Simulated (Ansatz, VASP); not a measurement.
## LiHS: VASP beside Ansatz

```
Li H S
1.0
     6.68460    0.00000    0.00000
     0.00000    3.15794    0.00000
     0.00000    0.00000    6.70124
Li H S
4 4 4
Direct
  0.00149 0.25000 0.24717
  0.49851 0.75000 0.74717
  0.50149 0.25000 0.25283
  0.99851 0.75000 0.75283
  0.24460 0.25000 0.50613
  0.25540 0.75000 0.00613
  0.74460 0.25000 0.99387
  0.75540 0.75000 0.49387
  0.75059 0.25000 0.55965
  0.74941 0.75000 0.05965
  0.25059 0.25000 0.94035
  0.24941 0.75000 0.44035
```

Alike in both runs: functional PBEsol; k mesh 4 × 8 × 4; occupations gaussian, width 0.02 eV; no spin polarisation.

Ansatz relaxed the structure, and its values are those at the end. VASP's run is a single point on that final structure, the one shown.

|  | VASP | Ansatz |
| --- | --- | --- |
| version | VASP 6.6.1 | Ansatz 0.2.0 |
| potentials or method | VASP PAW PBE potentials, release 64 (Li_sv, H, S), cutoff 520 eV | scalar-relativistic, plane waves, PAW |
| valence electrons in the cell | 40 | 40 |

VASP gave:

```
gap on the k mesh at the Fermi level (eV) : 1.52
least direct gap on the mesh (eV)         : 1.52
rms of the force components (eV/Å)        : 0.003
```

Which values does Ansatz return?

gap on the k mesh at the Fermi level (eV): 1.51; least direct gap on the mesh (eV): 1.51; rms of the force components (eV/Å): 0.002.

VASP's potentials were made for PBE, not for PBEsol.

Noted on VASP's run: the cutoff is short for stress, so the pressure is rough.
